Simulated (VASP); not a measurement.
Crystal: Sr.

```xyz
2
Lattice="4.0205 0.0000 0.0000 -2.0102 3.4818 0.0000 0.0000 0.0000 6.4432" Properties=species:S:1:pos:R:3 pbc="T T T"
Sr    0.0000    2.3212    1.6108
Sr    2.0102    1.1606    4.8324
```

This isn't the form of Sr at room conditions, which is fcc.

* Program: VASP 6.6.1
* Task: relaxation of cell and atoms
* Functional: PBE
* Potentials or basis: VASP PAW PBE potentials, release 64 (Sr_sv)
* Cutoff: 600 eV
* k mesh: 12 × 12 × 8
* Occupations: gaussian, width 0.1 eV
* Spin: no spin polarisation

At the start: pressure 3.2 GPa; volume 45.10 Å³/atom.

Question: Where does the relaxation end?

Answer: Over 8 steps the energy falls by 91.9 meV/atom and the volume is 55.28 Å³/atom (+22.6 %); space group P6_3/mmc (No. 194, to 0.1 Å) before and after.

The path:
```
step  energy change (eV)  largest force (eV/Å)  pressure (GPa)  volume (Å³)
   1              0.0000                0.0000            3.25        90.20
   2             -0.1603                0.0000            0.97       102.66
   3             -0.1815                0.0000           -0.27       113.36
   4             -0.1838                0.0000           -0.01       110.82
   5             -0.1838                0.0000            0.03       110.38
   6             -0.1838                0.0000            0.03       110.35
   7             -0.1838                0.0000            0.03       110.32
   8             -0.1839                0.0000            0.01       110.56
```

Final structure:
```yaml
crystal:
  lattice:
    - [4.27011, 0.00000, 0.00000]
    - [-2.13505, 3.69802, 0.00000]
    - [0.00000, 0.00000, 7.00172]
  atoms:
    - { symbol: Sr, position: [0.33333, 0.66667, 0.25000] }
    - { symbol: Sr, position: [0.66667, 0.33333, 0.75000] }
```

Caveat: the volume moved by over 15 % at a fixed basis, so the end points are rough.
